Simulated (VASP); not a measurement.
SiC, 4 atoms in the cell. The structure is trigonal, space group R-3m (No. 166). The conventional cell has a = 3.083 Å, b = 3.083 Å, c = 15.964 Å, α = 90.00°, β = 90.00°, γ = 120.00°. C (site symmetry 3m) has 1 C at 1.62 Å and 3 Si at 1.90 Å within 2.2 Å. Within 2.5 Å of Si (site symmetry 3m) lie 3 C at 1.90 Å and 1 Si at 2.38 Å. 

* Program: VASP 6.6.1
* Task: single point
* Functional: PBE
* Potentials or basis: VASP PAW PBE potentials, release 64 (C, Si)
* Cutoff: 520 eV
* k mesh: 10 × 10 × 10
* Occupations: fermi-dirac, width 0.02 eV
* Spin: no spin polarisation
* Dipole correction: no
* Further INCAR settings: ALGO = Normal; EDIFF = 1e-07; NBANDS = 16

Potentials or basis: VASP PAW PBE potentials, release 64 (C, Si).

Launch:

```sh
$ cat potpaw_PBE.64/C/POTCAR potpaw_PBE.64/Si/POTCAR > POTCAR
$ mpirun -np 1 vasp_std > vasp.out
```

Hardware: 1 thread of Intel Xeon 8259CL, with other jobs on the host.

Task: How long does it take, and how much memory?

Result: Run time: 5.2 min on 1 thread of Intel Xeon 8259CL, on a shared host, peak memory 0.28 GiB. Counts: scf iterations 15, k points 116.
